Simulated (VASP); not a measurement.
Write the native input for VASP 6.6.1 that does the following.

- Task: single point
- Functional: PBE
- Potentials or basis: VASP PAW PBE potentials, release 64 (Al, Bi_d, O)
- Cutoff: 520 eV
- k mesh: 10 × 10 × 6
- Occupations: gaussian, width 0.1 eV
- Spin: no spin polarisation
- Dipole correction: no
- Further INCAR settings: ALGO = Normal; EDIFF = 1e-06; NBANDS = 23

The structure of Al3BiO lies in POSCAR:

```
Al3BiO
1.0
    4.0330898406      0.0000000000      0.0000000000
    0.0000000000      4.0330898406      0.0000000000
    0.0000000000      0.0000000000      6.7224091294
Al Bi O
3 1 1
Direct
    0.0000000000      0.5000000000      0.7263788577
    0.0000000000      0.0000000000      0.9946487861
    0.5000000000      0.0000000000      0.7263788577
    0.0000000000      0.0000000000      0.4080122604
    0.5000000000      0.5000000000      0.7062722682
```

The input as run:

INCAR

```
ALGO = Normal
EDIFF = 1E-6
ENCUT = 520
GGA = PE
ISIF = 2
ISMEAR = 0
LASPH = T
LCHARG = F
LREAL = F
LWAVE = F
NBANDS = 23
NELM = 80
PREC = Accurate
SIGMA = 0.1
```

KPOINTS

```
k-points
0
Gamma
  10 10 6
```

Potentials or basis: VASP PAW PBE potentials, release 64 (Al, Bi_d, O).

Launch:

```sh
$ cat potpaw_PBE.64/Al/POTCAR potpaw_PBE.64/Bi_d/POTCAR potpaw_PBE.64/O/POTCAR > POTCAR
$ mpirun -np 1 vasp_std > vasp.out
```

It gave:

```json
{"Pressure": "-0.1 GPa", "Largest force": "0.003 eV/Å", "Band gap on the k mesh": "zero (band 15 reaches 6.07 eV, above the bottom of band 16 at 3.85 eV)"}
```

Caveat: spin-orbit coupling is left out, which moves the levels of the heavy elements.

It took 3.2 min on 1 thread of Intel(R) Xeon(R) Platinum 8259CL CPU @ 2.50GHz (Skylake/Cascade Lake), on a shared host, peak memory 0.33 GiB.
